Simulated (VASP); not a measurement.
# Sb (R-3m) in VASP: a series of runs

Runs on Sb. Level: RPBE. Tasks: single point.

Program: VASP 6.6.1. These are calculated values, not measurements. Logs are shortened: lines on timing, memory, paths and dates and some standing lists are left out, and cuts for length are marked.

## 1. The cell of the first run

The structure is trigonal, space group R-3m (No. 166). Conventional cell: a = 4.340 Å, b = 4.340 Å, c = 11.786 Å, α = 90.00°, β = 90.00°, γ = 120.00°. Sb (site symmetry 3m) has 6 Sb at 2.92 to 3.49 Å within 3.8 Å.

## 2. Single point, RPBE (32.04 Å³/atom)

INCAR reads:

```
ALGO     = Normal         # electronic algorithm
EDIFF    = 1E-6           # SCF threshold, eV
ENCUT    = 520            # plane-wave cutoff, eV
GGA      = RP             # functional
ISIF     = 2              # what is computed and relaxed
ISMEAR   = -1             # smearing method
LASPH    = True           # aspherical terms in the spheres
LCHARG   = False          # write CHGCAR
LREAL    = False          # projectors in reciprocal space
LWAVE    = False          # write WAVECAR
NBANDS   = 12             # bands
NELM     = 100            # most SCF steps
PREC     = Accurate       # precision mode
SIGMA    = 0.1            # smearing width, eV
```

KPOINTS reads:

```
k-points
0
Gamma
  14 14 14
```

POSCAR reads:

```
Sb
1.0
    2.1700488253      1.2528782735      3.9287231691
   -2.1700488253      1.2528782735      3.9287231691
    0.0000000000     -2.5057565468      3.9287231691
Sb
2
Direct
    0.2303412899      0.2303412899      0.2303412899
    0.7696587101      0.7696587101      0.7696587101
```

Potentials or basis: VASP PAW PBE potentials, release 64 (Sb).

Launch:

```bash
$ cat potpaw_PBE.64/Sb/POTCAR > POTCAR
$ mpirun -np 1 vasp_std > vasp.out
```

OUTCAR:

```text
EDIFF = 1E-6
   ENCUT = 520
   GGA = RP
   ISIF = 2
   ISMEAR = -1
   LASPH = True
   LREAL = False
   NELM = 100
   PREC = Accurate

 ion  position               nearest neighbor table
   1  0.230  0.230  0.230-   2 2.92   2 2.92   2 2.92   2 3.49   2 3.49   2 3.49
   2  0.770  0.770  0.770-   1 2.92   1 2.92   1 2.92   1 3.49   1 3.49   1 3.49

  LATTYP: Found a trigonal (rhomboedric) cell.
 ALAT       =     4.6597941598
 COS(alpha) =     0.5662539418

  Lattice vectors:

 A1 = (   2.1700488253,   1.2528782735,   3.9287231691)
 A2 = (  -2.1700488253,   1.2528782735,   3.9287231691)
 A3 = (   0.0000000000,  -2.5057565468,   3.9287231691)

Analysis of symmetry for initial positions (statically):
=====================================================================
 Subroutine PRICEL returns:
 Original cell was already a primitive cell.

 Routine SETGRP: Setting up the symmetry group for a
 trigonal (rhombohedral) supercell.

 Subroutine GETGRP returns: Found 12 space group operations
 (whereof 12 operations were pure point group operations)
 out of a pool of 12 trial point group operations.

The static configuration has the point symmetry D_3d.

Analysis of symmetry for dynamics (positions and initial velocities):
=====================================================================
 Subroutine PRICEL returns:
 Original cell was already a primitive cell.

 Routine SETGRP: Setting up the symmetry group for a
 trigonal (rhombohedral) supercell.

 Subroutine GETGRP returns: Found 12 space group operations
 (whereof 12 operations were pure point group operations)
 out of a pool of 12 trial point group operations.

The dynamic configuration has the point symmetry D_3d.

 Subroutine INISYM returns: Found 12 space group operations
 (whereof 12 operations are pure point group operations),
 and found     1 'primitive' translations

----------------------------------------------------------------------------------------

                                     Primitive cell

  volume of cell :      64.0886

  direct lattice vectors                    reciprocal lattice vectors
     2.170048825  1.252878273  3.928723169     0.230409562  0.133027023  0.084845208
    -2.170048825  1.252878273  3.928723169    -0.230409562  0.133027023  0.084845208
     0.000000000 -2.505756547  3.928723169     0.000000000 -0.266054046  0.084845208

  length of vectors
     4.659794160  4.659794160  4.659794160     0.279255196  0.279255196  0.279255196

  position of ions in fractional coordinates (direct lattice)
     0.230341290  0.230341290  0.230341290
     0.769658710  0.769658710  0.769658710

  ion indices of the primitive-cell ions
   primitive index   ion index
                 1           1
                 2           2

----------------------------------------------------------------------------------------

 KPOINTS: k-points

Automatic generation of k-mesh.
 Grid dimensions read from file:
 generate k-points for:   14   14   14

 Generating k-lattice:

  Cartesian coordinates                     Fractional coordinates (reciprocal lattice)
     0.016457826  0.009501930  0.006060372     0.071428571 -0.000000000  0.000000000
    -0.016457826  0.009501930  0.006060372    -0.000000000  0.071428571  0.000000000
     0.000000000 -0.019003860  0.006060372     0.000000000  0.000000000  0.071428571

  Length of vectors
     0.019946800  0.019946800  0.019946800

  Shift w.r.t. Gamma in fractional coordinates (k-lattice)
     0.000000000  0.000000000  0.000000000

 Subroutine IBZKPT returns following result:
 ===========================================

 Found    288 irreducible k-points:

 Following reciprocal coordinates:
            Coordinates               Weight
  0.000000  0.000000  0.000000      1.000000
  0.071429 -0.000000  0.000000      6.000000
  0.142857 -0.000000  0.000000      6.000000
  0.214286  0.000000  0.000000      6.000000
  0.285714 -0.000000  0.000000      6.000000
  0.357143  0.000000  0.000000      6.000000
[... 16 lines left out ...]
  0.214286  0.142857  0.000000     12.000000
  0.285714  0.142857  0.000000     12.000000
 [... further k-points ...]
   k-points           NKPTS =    288   k-points in BZ     NKDIM =    288   number of bands    NBANDS=     12
   number of dos      NEDOS =    301   number of ions     NIONS =      2
   total plane-waves  NPLWV =  46656
   dimension x,y,z NGX =    36 NGY =   36 NGZ =   36
   dimension x,y,z NGXF=    72 NGYF=   72 NGZF=   72
   ions per type =               2
   NGX,Y,Z   is equivalent  to a cutoff of  12.84, 12.84, 12.84 a.u.
   NGXF,Y,Z  is equivalent  to a cutoff of  25.69, 25.69, 25.69 a.u.
 SYSTEM =  unknown system
   PREC   = accura    normal or accurate (medium, high low for compatibility)
   ISTART =      0    job   : 0-new  1-cont  2-samecut
   ICHARG =      2    charge: 1-file 2-atom 10-const
   ISPIN  =      1    spin polarized calculation?
   LNONCOLLINEAR =      F non collinear calculations
   LSORBIT =      F    spin-orbit coupling
   LASPH  =      T    aspherical Exc in radial PAW
   ENCUT  =  520.0 eV  38.22 Ry    6.18 a.u.   8.66  8.66  8.66*2*pi/ulx,y,z
   NELM   =    100;   NELMIN=  2; NELMDL= -5     # of ELM steps
   EDIFF  = 0.1E-05   stopping-criterion for ELM
   LREAL  =      F    real-space projection
   EDIFFG = 0.1E-04   stopping-criterion for IOM
   NSW    =      0    number of steps for IOM
   IBRION =     -1    ionic relax: 0-MD 1-quasi-New 2-CG
   NFREE  =      0    steps in history (QN), initial steepest desc. (CG)
   ISIF   =      2    stress and relaxation
   ISYM   =      2    0-nonsym 1-usesym 2-fastsym
   POTIM  = 0.5000    time-step for ionic-motion
   TEBEG  =    0.0;   TEEND  =   0.0 temperature during run
   PSTRESS=    0.0 pullay stress
   NELECT =      10.0000    total number of electrons
   NUPDOWN=      -1.0000    fix difference up-down
   EMIN   =  10.00;   EMAX   =-10.00  energy-range for DOS
   EFERMI =   0.00;   METHOD = LEGACY
   ISMEAR =    -1;   SIGMA  =   0.10  broadening in eV -4-tet -1-fermi 0-gaus
   EFERMI_NEDOS =   21; number of points for ismear=-14 and -15
   IALGO  =     38    algorithm
   IMIX   =      4    mixing-type and parameters
     AMIX     =   0.40;   BMIX     =  1.00
     AMIX_MAG =   1.60;   BMIX_MAG =  1.00
  volume/ion in A,a.u.               =      32.04       216.25
  Fermi-wavevector in a.u.,A,eV,Ry     =   0.881349  1.665508 10.568675  0.776776
  Thomas-Fermi vector in A             =   2.001833
   LORBIT       =      0    0 simple, 1 ext, 2 COOP (PROOUT), +10 PAW based schemes
   GGA     = RP    functional components
   LHFCALC =     F    Hartree Fock is set to
   AEXX    =    0.0000 exact exchange contribution
   IVDW    =     0    specifies the selected vdW correction
   LEPSILON=     F    determine dielectric tensor
   LRPA    =     F    only Hartree local field effects (RPA)
 non-spin polarized calculation
  energy-cutoff  :      520.00
  volume of cell :       64.09
 maximum number of plane-waves:      1747
   NGX = 17   NGY = 17   NGZ = 17

 number of electron      10.0000000 magnetization

 Free energy of the ion-electron system (eV)
  ---------------------------------------------------
  ext. energy  EPLUGINS =         0.00000000
  ---------------------------------------------------
  free energy    TOTEN  =        -7.54379948 eV

  energy without entropy =       -7.53426932  energy(sigma->0) =       -7.53903440

 E-fermi :   6.7398     XC(G=0):  -9.1730

 val. band max:        6.6348116615   @ k =   0.4286   0.0714   0.0714
 cond. band min:       6.7625785260   @ k =   0.3571   0.1429   0.1429
 fundamental gap:      0.1277668645
 Fermi energy:         6.7398052593

 k-point     1 :       0.0000    0.0000    0.0000
  band No.  band energies     occupation
      1      -5.6690      2.00000
      2       1.6320      2.00000
      3       4.6440      2.00000
      4       5.0274      2.00000
      5       5.0274      2.00000
      6       8.4241      0.00000
      7       9.2003      0.00000
      8       9.2003      0.00000
      9      12.0434      0.00000
     10      12.0434      0.00000
     11      12.2078      0.00000
     12      13.4662      0.00000

 k-point     2 :       0.0714   -0.0000    0.0000
  band No.  band energies     occupation
      1      -5.6151      2.00000
      2       1.4268      2.00000
      3       4.6778      2.00000
      4       5.0017      2.00000
      5       5.0432      2.00000
      6       8.4721      0.00000
      7       9.0555      0.00000
      8       9.1138      0.00000
      9      11.7048      0.00000
     10      11.9943      0.00000
     11      12.0079      0.00000
     12      13.8549      0.00000

 k-point     3 :       0.1429   -0.0000    0.0000
  band No.  band energies     occupation
      1      -5.4541      2.00000
      2       0.8899      2.00000
      3       4.6801      2.00000
      4       4.9341      2.00000
      5       5.1678      2.00000
      6       8.4201      0.00000
      7       8.7486      0.00000
      8       8.8606      0.00000
      9      11.3532      0.00000
     10      11.8067      0.00000
     11      12.1183      0.00000
     12      14.7081      0.00000
[... 286 lines left out ...]
 k-point    23 :       0.2143    0.1429    0.0000
  band No.  band energies     occupation
      1      -5.2213      2.00000
      2       0.3909      2.00000
      3       3.9890      2.00000
      4       4.4169      2.00000
      5       5.9450      1.99929
      6       7.5753      0.00047
      7       8.8851      0.00000
      8       9.5955      0.00000
      9      11.0511      0.00000
     10      12.5501      0.00000
     11      13.0970      0.00000
     12      14.3092      0.00000

 k-point    24 :       0.2857    0.1429    0.0000
  band No.  band energies     occupation
      1      -4.9360      2.00000
      2      -0.2021      2.00000
      3       3.8351      2.00000
      4       4.2403      2.00000
      5       5.6784      1.99995
      6       7.7771      0.00006
      7       8.9857      0.00000
      8       9.3006      0.00000
      9      10.8333      0.00000
     10      13.0172      0.00000
     11      13.6213      0.00000
     12      15.1171      0.00000

 [... further k-points ...]

------------------------ aborting loop because EDIFF is reached ----------------------------------------

  FORCE on cell =-STRESS in cart. coord.  units (eV):
  Direction    XX          YY          ZZ          XY          YZ          ZX
  --------------------------------------------------------------------------------------
  -------------------------------------------------------------------------------------
  Total        0.8766851      0.8766851      0.6805122     -0.0000000      0.0000000      0.0000000
  in kB       21.9165974     21.9165974     17.0123942     -0.0000000      0.0000000      0.0000000
  external PRESSURE =      20.2818630 kB  Pullay stress =       0.0000000 kB

 VOLUME and BASIS-vectors are now :
 -----------------------------------------------------------------------------
  energy-cutoff  :      520.00
  volume of cell :       64.09
      direct lattice vectors                 reciprocal lattice vectors
     2.170048825  1.252878273  3.928723169     0.230409562  0.133027023  0.084845208
    -2.170048825  1.252878273  3.928723169    -0.230409562  0.133027023  0.084845208
     0.000000000 -2.505756547  3.928723169     0.000000000 -0.266054046  0.084845208

 POSITION                                       TOTAL-FORCE (eV/Angst)
 -----------------------------------------------------------------------------------
      0.00000      0.00000      2.71484         0.000000      0.000000      0.281240
      0.00000      0.00000      9.07133         0.000000     -0.000000     -0.281240
 -----------------------------------------------------------------------------------
    total drift:                                0.000000     -0.000000     -0.000000

  FREE ENERGIE OF THE ION-ELECTRON SYSTEM (eV)
  ---------------------------------------------------
  free  energy   TOTEN  =        -7.5437994775 eV

  energy  without entropy=       -7.5342693170  energy(sigma->0) =       -7.53903440
```

Wall time 6.2 min (1 thread of Intel Xeon 8259CL, shared host); peak memory 0.35 GiB.

Results:

| Quantity | Value |
| --- | --- |
| Free energy | -7.5438 eV |
| Pressure | 2.0 GPa |
| Largest force | 0.281 eV/Å |
| Band gap on the k mesh | zero (bands 5 and 6 overlap by 0.31 eV) |

Forces on the atoms (eV/Å):
```
Sb   0.000  0.000  0.281
Sb   0.000  0.000 -0.281
```

Stress tensor (GPa, compression positive):
```
2.19 0.00 0.00
0.00 2.19 0.00
0.00 0.00 1.70
```

Caveat: the PAW data sets were made with another functional, which shifts forces and pressure a little; spin-orbit coupling is left out, which moves the levels of the heavy elements.

## 3. Single point, RPBE

This run uses another cell than the first one, of 33.38 Å³/atom.

INCAR reads:

```
SYSTEM = Sb
  PREC = Accurate
  ENCUT = 520
  EDIFF = 1E-6
  ISMEAR = -1
  SIGMA = 0.1
  LREAL = .False.
  LASPH = .True.
  NELM = 100
  ALGO = Normal
  ISIF = 2
  LWAVE = .False.
  LCHARG = .False.
  GGA = RP
  NBANDS = 12
```

KPOINTS reads:

```
regular mesh
0
Gamma
  14 14 14
  0 0 0
```

POSCAR reads:

```
Sb
1.0
    2.1997792159      1.2700431225      3.9825479832
   -2.1997792159      1.2700431225      3.9825479832
    0.0000000000     -2.5400862449      3.9825479832
Sb
2
Direct
    0.2303412899      0.2303412899      0.2303412899
    0.7696587101      0.7696587101      0.7696587101
```

Potentials or basis: VASP PAW PBE potentials, release 64 (Sb).

Launch:

```bash
$ cat potpaw_PBE.64/Sb/POTCAR > POTCAR
$ mpirun -np 1 vasp_std > vasp.out
```

Run time: 6.6 min. Hardware: 1 thread of Intel Xeon 8259CL, shared host; peak memory 0.35 GiB.

The run converged. Its results:

```
Free energy            : -7.5602 eV
Pressure               : 0.0 GPa
Largest force          : 0.041 eV/Å
Band gap on the k mesh : zero (bands 5 and 6 overlap by 0.24 eV)
```

Forces on the atoms (eV/Å):
```
Sb   0.000  0.000  0.041
Sb   0.000  0.000 -0.041
```

Levels at points of the mesh, in eV from the Fermi level:
```tsv
k point	band 3	band 4	band 5	band 6	band 7	band 8
(0.00, 0.00, 0.00)	-1.97	-1.62	-1.62	1.69	2.41	2.41
(0.50, 0.00, 0.00)	-1.99	-1.97	-0.32	-0.22	0.28	0.86
(0.50, 0.50, 0.00)	-4.80	-3.35	-3.25	1.65	4.37	5.28
(0.50, 0.50, 0.50)	-1.26	-1.26	-0.57	0.46	0.46	1.18
```

Caveat: the PAW data sets were made with another functional, which shifts forces and pressure a little; spin-orbit coupling is left out, which moves the levels of the heavy elements.

## 4. Single point, RPBE (33.38 Å³/atom)

This run uses another cell than the first one, of 33.38 Å³/atom.

INCAR reads:

```
  PREC = Accurate
  ENCUT = 520
  EDIFF = 1E-6
  ISMEAR = -1
  SIGMA = 0.1
  LREAL = False
  LASPH = True
  NELM = 100
  ALGO = Normal
  ISIF = 2
  LWAVE = False
  LCHARG = True
  GGA = RP
  LELF = True
  LVHAR = True
  NBANDS = 12
```

KPOINTS reads:

```
Automatic mesh
0
Gamma
  14 14 14
```

POSCAR is that of step 3.

Launch:

```bash
$ cat potpaw_PBE.64/Sb/POTCAR > POTCAR
$ mpirun -np 1 vasp_std > vasp.out
```

Run time: 6.3 min. Hardware: 1 thread of Intel Xeon 8259CL, shared host; peak memory 0.35 GiB.

The run converged. Its results:

```
Free energy            : -7.5602 eV
Pressure               : 0.0 GPa
Largest force          : 0.041 eV/Å
Band gap on the k mesh : zero (bands 5 and 6 overlap by 0.24 eV)
```

Forces in eV/Å, atoms in the order of the input:
```
Sb   0.000  0.000  0.041
Sb   0.000  0.000 -0.041
```

Levels at points of the mesh, in eV from the Fermi level:
| k point | band 2 | band 3 | band 4 | band 5 | band 6 | band 7 | band 8 | band 9 |
| --- | --- | --- | --- | --- | --- | --- | --- | --- |
| (0.00, 0.00, 0.00) | -5.28 | -1.97 | -1.62 | -1.62 | 1.69 | 2.41 | 2.41 | 5.35 |
| (0.50, 0.00, 0.00) | -9.18 | -1.99 | -1.97 | -0.32 | -0.22 | 0.28 | 0.86 | 7.19 |
| (0.50, 0.50, 0.00) | -8.02 | -4.80 | -3.35 | -3.25 | 1.65 | 4.37 | 5.28 | 6.02 |
| (0.50, 0.50, 0.50) | -8.41 | -1.26 | -1.26 | -0.57 | 0.46 | 0.46 | 1.18 | 6.55 |

Caveat: the PAW data sets were made with another functional, which shifts forces and pressure a little; spin-orbit coupling is left out, which moves the levels of the heavy elements.

The gap in the log of VASP goes by the Fermi energy; the results here count the filled bands.